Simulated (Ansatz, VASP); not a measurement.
Given: the input of a run of VASP 6.6.1 on Ge.

The input INCAR:

```
SYSTEM = Ge
PREC     = Accurate       ! precision mode
ENCUT    = 520            ! plane-wave cutoff, eV
EDIFF    = 1E-6           ! SCF threshold, eV
ISMEAR   = -1             ! smearing method
SIGMA    = 0.05           ! smearing width, eV
LREAL    = .False.        ! projectors in reciprocal space
LASPH    = .True.         ! aspherical terms in the spheres
NELM     = 80             ! most SCF steps
ALGO     = Normal         ! electronic algorithm
ISIF     = 2              ! what is computed and relaxed
LWAVE    = .False.        ! write WAVECAR
LCHARG   = .True.         ! write CHGCAR
LELF     = .True.         ! ELF
LVHAR    = .True.       
NBANDS   = 36             ! bands
```

KPOINTS

```
Automatic mesh
0
Gamma
  8 8 4
  0 0 0
```

Contents of POSCAR:

```
Ge
1.0
    4.0759897844      0.0000000000      0.0000000000
   -2.0379948922      3.5299106989      0.0000000000
    0.0000000000      0.0000000000      6.7288103778
Ge
4
Direct
    0.3333333333      0.6666666667      0.9370987500
    0.6666666667      0.3333333333      0.4370987500
    0.3333333333      0.6666666667      0.5629012500
    0.6666666667      0.3333333333      0.0629012500
```

Potentials or basis: VASP PAW LDA potentials, release 64 (Ge_d).

Launch:

```sh
$ cat potpaw_LDA.64/Ge_d/POTCAR > POTCAR
$ mpirun -np 1 vasp_std > vasp.out
```

Question: Translate it to Ansatz 0.2.0. Potentials there: Ansatz PAW.

Answer: As run (the cutoff follows the program's own potentials):

input.yaml

```yaml
crystal:
  lattice:
    - [4.0759897844, 0.0, 0.0]
    - [-2.0379948922, 3.5299106989, 0.0]
    - [0.0, 0.0, 6.7288103778]
  atoms:
    - { symbol: Ge, position: [0.3333333333, 0.6666666667, 0.93709875] }
    - { symbol: Ge, position: [0.6666666667, 0.3333333333, 0.43709875] }
    - { symbol: Ge, position: [0.3333333333, 0.6666666667, 0.56290125] }
    - { symbol: Ge, position: [0.6666666667, 0.3333333333, 0.06290125] }
hamiltonian:
  xc: lda
  pseudopotentials: { kind: paw }
kpoints:
  mp_grid: { grid: [8, 8, 4] }
scf:
  occupations: { method: fermi_dirac, width: 0.05 }
output:
  forces: true
  stress: true
  eigenvalues: true
```

Potentials or basis: Ansatz PAW.

Command:

```bash
$ ansatz run input.yaml --threads 2 --pin off --max-ram 5632MiB --backend cpu --events-out ev --progress --plain --runs-dir out
```

Both were run:

|  | VASP | Ansatz | Ansatz less VASP |
| --- | --- | --- | --- |
| gap on the k mesh at the Fermi level (eV) | none | none | - |
| pressure (GPa) | -5.0 | -5.1 | -0.12 |
| traceless stress, the component that is largest in VASP (GPa) | -0.26 | -0.27 | -0.011 |
| rms of the force components (eV/Å) | 0.016 | 0.018 | +0.0014 |

LDA's correlation is that of Perdew and Zunger in VASP and of Perdew and Wang (1992) in Ansatz. Atom by atom the forces differ by 0.001 eV/Å (rms over components). A gap of «none» marks a metal or a gap that the smearing closes.
